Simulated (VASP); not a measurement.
Wanted: the native input for a VASP 6.6.1 run.

- Task: single point
- Functional: LDA
- Potentials or basis: VASP PAW LDA potentials, release 64 (Ni)
- Cutoff: 520 eV
- k mesh: 20 × 20 × 20
- Occupations: gaussian, width 0.05 eV
- Spin: collinear spin, ferromagnetic start
- Starting moments: [0.7] μB
- Dipole correction: no
- Further INCAR settings: ALGO = Normal; EDIFF = 1e-07; NBANDS = 15

The structure of Ni lies in POSCAR:

```
Ni
1.0
    0.0000000000      1.7121051126      1.7121051126
    1.7121051126      0.0000000000      1.7121051126
    1.7121051126      1.7121051126      0.0000000000
Ni
1
Direct
    0.0000000000      0.0000000000      0.0000000000
```

These files were run (other wordings do the same):

INCAR

```
PREC = Accurate
ENCUT = 520
EDIFF = 1E-7
ISMEAR = 0
SIGMA = 0.05
LREAL = False
LASPH = True
NELM = 150
ALGO = Normal
ISIF = 2
LWAVE = False
LCHARG = False
ISPIN = 2
MAGMOM = 0.7
LORBIT = 11
LMAXMIX = 4
NBANDS = 15
```

KPOINTS

```
Automatic mesh
0
Gamma
  20 20 20
```

Potentials or basis: VASP PAW LDA potentials, release 64 (Ni).

Run with:

```bash
$ cat potpaw_LDA.64/Ni/POTCAR > POTCAR
$ mpirun -np 1 vasp_std > vasp.out
```

It gave:

The pressure is -0.2 GPa, the net moment is 0.61 μB per cell and the site moments are Ni +0.61 μB. The valence electrons inside the program's atomic spheres are Ni 9.47.

Run time: 49 s on 1 thread of Intel(R) Xeon(R) Platinum 8375C CPU @ 2.90GHz (Ice Lake), with other jobs on the host, peak memory 0.16 GiB.
